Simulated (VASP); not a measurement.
# HfS4 (P4/mmm) in VASP: a series of runs

HfS4 is run at these levels: PBE; tasks: single point, relaxation of cell and atoms.

Program: VASP 6.6.1. These are calculated values, not measurements. Logs are shortened: lines on timing, memory, paths and dates and some standing lists are left out, and cuts for length are marked.

**1. The cell of the first run**

The structure is tetragonal, space group P4/mmm (No. 123). The conventional cell has a = 4.630 Å, b = 4.630 Å, c = 4.859 Å, α = 90.00°, β = 90.00°, γ = 90.00°. Within 3.5 Å of Hf (site symmetry 4/mmm) lie 8 S at 2.64 Å. S (site symmetry 2mm) has 2 S at 2.31 to 2.55 Å and 2 Hf at 2.64 Å within 3.1 Å.

The cell was generated, and may not be a known phase.

**2. Single point, PBE**

File INCAR:

```
SYSTEM = HfS4
PREC = Accurate ; ENCUT = 520
EDIFF = 1E-6 ; ISMEAR = 0
SIGMA = 0.1 ; LREAL = .FALSE.
LASPH = .TRUE. ; NELM = 80
ALGO = Normal ; ISIF = 2
LWAVE = .FALSE. ; LCHARG = .FALSE.
GGA = PE ; NBANDS = 25
```

File KPOINTS:

```
Automatic mesh
0
G
  4 4 4
  0 0 0
```

File POSCAR:

```
HfS4
1.0
    4.6304327921      0.0000000000      0.0000000000
    0.0000000000      4.6304327921      0.0000000000
    0.0000000000      0.0000000000      4.8585957173
Hf S
1 4
Direct
    0.0000000000      0.0000000000      0.0000000000
    0.0000000000      0.5000000000      0.2623173653
    0.5000000000      0.0000000000      0.2623173653
    0.0000000000      0.5000000000      0.7376826347
    0.5000000000      0.0000000000      0.7376826347
```

Potentials or basis: VASP PAW PBE potentials, release 64 (Hf_pv, S).

Command:

```console
$ cat potpaw_PBE.64/Hf_pv/POTCAR potpaw_PBE.64/S/POTCAR > POTCAR
$ mpirun -np 1 vasp_std > vasp.out
```

OUTCAR:

```text
SYSTEM = HfS4
   PREC = Accurate
   ENCUT = 520
   EDIFF = 1E-6
   ISMEAR = 0
   LREAL = .FALSE.
   LASPH = .TRUE.
   NELM = 80
   ISIF = 2
   GGA = PE

 ion  position               nearest neighbor table
   1  0.000  0.000  0.000-   2 2.64   3 2.64   4 2.64   5 2.64   2 2.64   4 2.64   3 2.64   5 2.64

   2  0.000  0.500  0.262-   4 2.31   4 2.55   1 2.64   1 2.64
   3  0.500  0.000  0.262-   5 2.31   5 2.55   1 2.64   1 2.64
   4  0.000  0.500  0.738-   2 2.31   2 2.55   1 2.64   1 2.64
   5  0.500  0.000  0.738-   3 2.31   3 2.55   1 2.64   1 2.64

  LATTYP: Found a simple tetragonal cell.
 ALAT       =     4.6304327921
 C/A-ratio  =     1.0492746435

  Lattice vectors:

 A1 = (   4.6304327921,   0.0000000000,   0.0000000000)
 A2 = (   0.0000000000,   4.6304327921,   0.0000000000)
 A3 = (   0.0000000000,   0.0000000000,   4.8585957173)

Analysis of symmetry for initial positions (statically):
=====================================================================
 Subroutine PRICEL returns:
 Original cell was already a primitive cell.

 Routine SETGRP: Setting up the symmetry group for a
 simple tetragonal supercell.

 Subroutine GETGRP returns: Found 16 space group operations
 (whereof 16 operations were pure point group operations)
 out of a pool of 16 trial point group operations.

The static configuration has the point symmetry D_4h.

Analysis of symmetry for dynamics (positions and initial velocities):
=====================================================================
 Subroutine PRICEL returns:
 Original cell was already a primitive cell.

 Routine SETGRP: Setting up the symmetry group for a
 simple tetragonal supercell.

 Subroutine GETGRP returns: Found 16 space group operations
 (whereof 16 operations were pure point group operations)
 out of a pool of 16 trial point group operations.

The dynamic configuration has the point symmetry D_4h.

 Subroutine INISYM returns: Found 16 space group operations
 (whereof 16 operations are pure point group operations),
 and found     1 'primitive' translations

----------------------------------------------------------------------------------------

                                     Primitive cell

  volume of cell :     104.1727

  direct lattice vectors                    reciprocal lattice vectors
     4.630432792  0.000000000  0.000000000     0.215962534  0.000000000  0.000000000
     0.000000000  4.630432792  0.000000000     0.000000000  0.215962534  0.000000000
     0.000000000  0.000000000  4.858595717     0.000000000  0.000000000  0.205820788

[... 85 lines left out ...]
   NSW    =      0    number of steps for IOM
   IBRION =     -1    ionic relax: 0-MD 1-quasi-New 2-CG
   NFREE  =      0    steps in history (QN), initial steepest desc. (CG)
   ISIF   =      2    stress and relaxation
   ISYM   =      2    0-nonsym 1-usesym 2-fastsym
   POTIM  = 0.5000    time-step for ionic-motion
   TEBEG  =    0.0;   TEEND  =   0.0 temperature during run
   PSTRESS=    0.0 pullay stress
   NELECT =      34.0000    total number of electrons
   NUPDOWN=      -1.0000    fix difference up-down
   EMIN   =  10.00;   EMAX   =-10.00  energy-range for DOS
   EFERMI =   0.00;   METHOD = LEGACY
   ISMEAR =     0;   SIGMA  =   0.10  broadening in eV -4-tet -1-fermi 0-gaus
   EFERMI_NEDOS =   21; number of points for ismear=-14 and -15
   IALGO  =     38    algorithm
   IMIX   =      4    mixing-type and parameters
     AMIX     =   0.40;   BMIX     =  1.00
     AMIX_MAG =   1.60;   BMIX_MAG =  1.00
  volume/ion in A,a.u.               =      20.83       140.60
  Fermi-wavevector in a.u.,A,eV,Ry     =   1.127154  2.130012 17.285870  1.270476
  Thomas-Fermi vector in A             =   2.263839
   LORBIT       =      0    0 simple, 1 ext, 2 COOP (PROOUT), +10 PAW based schemes
   GGA     = PE    functional components
   LHFCALC =     F    Hartree Fock is set to
   AEXX    =    0.0000 exact exchange contribution
   IVDW    =     0    specifies the selected vdW correction
   LEPSILON=     F    determine dielectric tensor
   LRPA    =     F    only Hartree local field effects (RPA)
 non-spin polarized calculation
 Gauss-broadening in eV      SIGMA  =   0.10
  energy-cutoff  :      520.00
  volume of cell :      104.17
 maximum number of plane-waves:      2827
 NGX is ok and might be reduce to    36
   NGX = 17   NGY = 17   NGZ = 19

 number of electron      34.0000000 magnetization

 Free energy of the ion-electron system (eV)
  ---------------------------------------------------
  ext. energy  EPLUGINS =         0.00000000
  ---------------------------------------------------
  free energy    TOTEN  =       -29.05046334 eV

  energy without entropy =      -29.04131921  energy(sigma->0) =      -29.04589128

 E-fermi :   4.8146     XC(G=0):  -9.7723

 val. band max:        4.7447694626   @ k =   0.0000   0.0000   0.0000
 cond. band min:       4.8558080731   @ k =   0.5000   0.0000   0.0000
 fundamental gap:      0.1110386105
 Fermi energy:         4.8145952897

 k-point     1 :       0.0000    0.0000    0.0000
  band No.  band energies     occupation
      1     -27.2531      2.00000
      2     -27.1510      2.00000
      3     -27.1510      2.00000
      4     -10.6265      2.00000
      5      -9.3024      2.00000
      6      -6.3607      2.00000
[... 493 lines left out ...]
     24      10.6564      0.00000
     25      12.0533      0.00000

------------------------ aborting loop because EDIFF is reached ----------------------------------------

  FORCE on cell =-STRESS in cart. coord.  units (eV):
  Direction    XX          YY          ZZ          XY          YZ          ZX
  --------------------------------------------------------------------------------------
  -------------------------------------------------------------------------------------
  Total       -0.3587649     -0.3587649     -0.2155857      0.0000000      0.0000000      0.0000000
  in kB       -5.5178087     -5.5178087     -3.3157106      0.0000000      0.0000000      0.0000000
  external PRESSURE =      -4.7837760 kB  Pullay stress =       0.0000000 kB

 VOLUME and BASIS-vectors are now :
 -----------------------------------------------------------------------------
  energy-cutoff  :      520.00
  volume of cell :      104.17
      direct lattice vectors                 reciprocal lattice vectors
     4.630432792  0.000000000  0.000000000     0.215962534  0.000000000  0.000000000
     0.000000000  4.630432792  0.000000000     0.000000000  0.215962534  0.000000000
     0.000000000  0.000000000  4.858595717     0.000000000  0.000000000  0.205820788

 POSITION                                       TOTAL-FORCE (eV/Angst)
 -----------------------------------------------------------------------------------
      0.00000      0.00000      0.00000        -0.000000     -0.000000      0.000000
      0.00000      2.31522      1.27449        -0.000000      0.000000     -0.045801
      2.31522      0.00000      1.27449        -0.000000     -0.000000     -0.045801
      0.00000      2.31522      3.58410         0.000000     -0.000000      0.045801
      2.31522      0.00000      3.58410        -0.000000      0.000000      0.045801
 -----------------------------------------------------------------------------------
    total drift:                               -0.000000     -0.000000      0.000000

  FREE ENERGIE OF THE ION-ELECTRON SYSTEM (eV)
  ---------------------------------------------------
  free  energy   TOTEN  =       -29.0504633441 eV

  energy  without entropy=      -29.0413192100  energy(sigma->0) =      -29.04589128
```

Wall time 90 s (1 thread of AMD EPYC 7R13, shared host); peak memory 0.19 GiB.

What came out:

```
Free energy            : -29.0505 eV
Pressure               : -0.5 GPa
Largest force          : 0.046 eV/Å
Band gap on the k mesh : zero (bands 17 and 18 overlap by 2.29 eV)
```

Forces on the atoms (eV/Å):
```
Hf   0.000  0.000  0.000
S    0.000  0.000 -0.046
S    0.000  0.000 -0.046
S    0.000  0.000  0.046
S    0.000  0.000  0.046
```

Stress tensor (GPa, compression positive):
```
-0.55  0.00  0.00
 0.00 -0.55  0.00
 0.00  0.00 -0.33
```

Levels at points of the mesh, in eV from the Fermi level:
| k point | band 14 | band 15 | band 16 | band 17 | band 18 | band 19 | band 20 | band 21 |
| --- | --- | --- | --- | --- | --- | --- | --- | --- |
| (0.00, 0.00, 0.00) | -2.00 | -2.00 | -0.07 | 0.34 | 0.34 | 0.45 | 4.11 | 4.43 |
| (0.50, 0.00, 0.00) | -3.52 | -1.51 | -0.57 | -0.48 | 0.04 | 1.97 | 2.16 | 4.17 |
| (0.50, 0.50, 0.00) | -2.07 | -1.13 | -0.13 | 0.22 | 1.38 | 1.60 | 1.91 | 1.91 |
| (0.00, 0.00, 0.50) | -1.74 | -1.42 | -1.42 | -0.99 | -0.79 | -0.79 | 0.58 | 2.03 |
| (0.50, 0.00, 0.50) | -2.47 | -2.33 | -2.30 | -2.15 | -1.64 | -0.86 | 1.53 | 2.84 |
| (0.50, 0.50, 0.50) | -2.84 | -1.28 | -0.84 | -0.84 | -0.32 | 0.10 | 1.09 | 2.64 |

Caveat: spin-orbit coupling is left out, which moves the levels of the heavy elements.

**3. Relaxation of cell and atoms, PBE**

This run uses another cell than the first one, of 23.64 Å³/atom.

File INCAR:

```
ALGO     = Normal         # electronic algorithm
EDIFF    = 1E-6           # SCF threshold, eV
EDIFFG   = -0.04          # ionic threshold
ENCUT    = 600            # plane-wave cutoff, eV
GGA      = PE             # functional
IBRION   = 2              # ionic algorithm
ISIF     = 3              # what is computed and relaxed
ISMEAR   = 0              # smearing method
LASPH    = T              # aspherical terms in the spheres
LCHARG   = F              # write CHGCAR
LREAL    = F              # projectors in reciprocal space
LWAVE    = F              # write WAVECAR
NELM     = 80             # most SCF steps
NSW      = 90             # ionic steps
PREC     = Accurate       # precision mode
SIGMA    = 0.1            # smearing width, eV
```

File KPOINTS:

```
k-points
0
Gamma
  4 4 4
```

File POSCAR:

```
HfS4
1.0
    4.7361604400      0.0000000000      0.0000000000
    0.0000000000      4.7361604400      0.0000000000
    0.0000000000      0.0000000000      5.2688942200
Hf S
1 4
Direct
    0.0000000000      0.0000000000      0.0000000000
    0.0000000000      0.5000000000      0.3047521500
    0.5000000000      0.0000000000      0.3047521500
    0.0000000000      0.5000000000      0.6952478500
    0.5000000000      0.0000000000      0.6952478500
```

Potentials or basis: VASP PAW PBE potentials, release 64 (Hf_pv, S).

Command:

```console
$ cat potpaw_PBE.64/Hf_pv/POTCAR potpaw_PBE.64/S/POTCAR > POTCAR
$ mpirun -np 1 vasp_std > vasp.out
```

Run time: 9.2 min. Hardware: 1 thread of AMD EPYC 7R13, shared host; peak memory 0.25 GiB.

Results (log left out):

```
Free energy                           : -29.0528 eV
Relaxed volume                        : 20.72 Å³/atom
Relaxed cell                          : a = 4.622 Å, b = 4.622 Å, c = 4.849 Å, α = 90.00°, β = 90.00°, γ = 90.00°
Space group after relaxing (to 0.1 Å) : P4/mmm (No. 123)
Energy gained by relaxing             : 253.6 meV/atom
Ionic steps                           : 9
Pressure after relaxing               : 0.1 GPa
Largest force after relaxing          : 0.008 eV/Å
Band gap on the k mesh                : zero (bands 17 and 18 overlap by 2.31 eV)
```

Forces on the atoms (eV/Å):
```
Hf   0.000  0.000  0.000
S    0.000  0.000 -0.008
S    0.000  0.000 -0.008
S    0.000  0.000  0.008
S    0.000  0.000  0.008
```

Stress tensor (GPa, compression positive):
```
0.01 0.00 0.00
0.00 0.01 0.00
0.00 0.00 0.25
```

Step by step:
| step | energy change (eV) | largest force (eV/Å) | pressure (GPa) | volume (Å³) |
| --- | --- | --- | --- | --- |
| 1 | 0.0000 | 1.6088 | -8.42 | 118.19 |
| 2 | -0.9264 | 1.1039 | 3.40 | 98.13 |
| 3 | -0.9272 | 1.1224 | 3.07 | 98.46 |
| 4 | -1.1621 | 0.5731 | 1.99 | 100.28 |
| 5 | -1.2567 | 0.1397 | 1.30 | 102.31 |
| 6 | -1.2579 | 0.0736 | 1.32 | 102.11 |
| 7 | -1.2618 | 0.0762 | -1.17 | 105.13 |
| 8 | -1.2681 | 0.0115 | -0.12 | 103.78 |
| 9 | -1.2682 | 0.0081 | 0.09 | 103.58 |

Final structure:
```xyz
5
Lattice="4.6217 0.0000 0.0000 0.0000 4.6217 0.0000 0.0000 0.0000 4.8494" Properties=species:S:1:pos:R:3 pbc="T T T"
Hf    0.0000    4.6217    4.8494
S     0.0000    2.3109    1.2699
S     2.3109    4.6217    1.2699
S     4.6217    2.3109    3.5795
S     2.3109    0.0000    3.5795
```

Levels at points of the mesh, in eV from the Fermi level:
```tsv
k point	band 15	band 16	band 17	band 18	band 19	band 20
(0.00, 0.00, 0.00)	-2.01	-0.07	0.34	0.34	0.44	4.14
(0.50, 0.00, 0.00)	-1.51	-0.57	-0.48	0.03	1.99	2.18
(0.50, 0.50, 0.00)	-1.14	-0.15	0.23	1.40	1.60	1.93
(0.00, 0.00, 0.50)	-1.41	-1.41	-1.00	-0.80	-0.80	0.57
(0.50, 0.00, 0.50)	-2.33	-2.33	-2.13	-1.65	-0.88	1.54
(0.50, 0.50, 0.50)	-1.27	-0.86	-0.86	-0.31	0.10	1.10
```

Caveat: spin-orbit coupling is left out, which moves the levels of the heavy elements.

The gap in the log of VASP goes by the Fermi energy; the results here count the filled bands.